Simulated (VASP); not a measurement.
# CdTe (d3): relaxation of cell and atoms with PBEsol+D3(BJ)

Crystal: CdTe (d3).

```
Cd Te
1.0
     0.00000    3.19392    3.19392
     3.19392    0.00000    3.19392
     3.19392    3.19392    0.00000
Cd Te
1 1
Direct
  0.00000 0.00000 0.00000
  0.25000 0.25000 0.25000
```

```yaml
Program: VASP 6.6.1
Task: relaxation of cell and atoms
Functional: PBEsol
Dispersion: D3(BJ)
Potentials_or_basis: VASP PAW PBE potentials, release 64 (Cd, Te)
Cutoff: 500 eV
k_mesh: 10 × 10 × 10
Occupations: gaussian, width 0.02 eV
Spin: no spin polarisation
Target_pressure: 1e-06 GPa
Dipole_correction: no
Further_INCAR_settings: ALGO = Normal; EDIFF = 1e-07; IBRION = 2; EDIFFG = -0.004; NSW = 70; ISIF = 3
```

| Item | Value |
| --- | --- |
| Relaxed volume | 33.03 Å³/atom |
| Relaxed cell | a = 4.538 Å, b = 4.538 Å, c = 4.538 Å, α = 60.00°, β = 60.00°, γ = 60.00° |
| Space group after relaxing (to 0.05 Å) | F-43m (No. 216) |
| Energy change on relaxing (the enthalpy is what falls) | -0.9 meV/atom |
| Ionic steps | 3 |
| Pressure after relaxing | 0.0 GPa |
| Band gap on the k mesh | 0.75 eV, direct |
| Dispersion energy per atom | -0.346 eV |

Step by step:
```
step  energy change (eV)  largest force (eV/Å)  pressure (GPa)  volume (Å³)
   1              0.0000                0.0000            0.66        65.16
   2             -0.0015                0.0000           -0.26        66.44
   3             -0.0018                0.0000            0.00        66.07
```

Final structure:
```
Cd Te
1.0
     0.00000    3.20862    3.20862
     3.20862    0.00000    3.20862
     3.20862    3.20862    0.00000
Cd Te
1 1
Direct
  0.00000 0.00000 0.00000
  0.25000 0.25000 0.25000
```

Levels at points of the mesh, in eV from the valence-band top:
| k point | band 6 | band 7 | band 8 | band 9 | band 10 | band 11 | band 12 | band 13 |
| --- | --- | --- | --- | --- | --- | --- | --- | --- |
| (0.00, 0.00, 0.00) | -8.08 | 0.00 | 0.00 | 0.00 | 0.75 | 4.52 | 4.52 | 4.52 |
| (0.50, 0.00, 0.00) | -7.71 | -4.65 | -0.83 | -0.83 | 1.76 | 5.12 | 5.12 | 6.95 |
| (0.50, 0.50, 0.00) | -7.56 | -4.50 | -1.99 | -1.99 | 2.42 | 2.59 | 8.89 | 9.22 |

Run time: 2.5 min on 1 thread of Intel Xeon 8259CL (shared host), peak memory 0.25 GiB.

Caveat: the cell is relaxed towards a set pressure, so the enthalpy falls and the energy may rise; the PAW data sets were made with another functional, which shifts forces and pressure a little; spin-orbit coupling is left out, which moves the levels of the heavy elements. As with any semilocal functional, this PBEsol gap is likely too small.
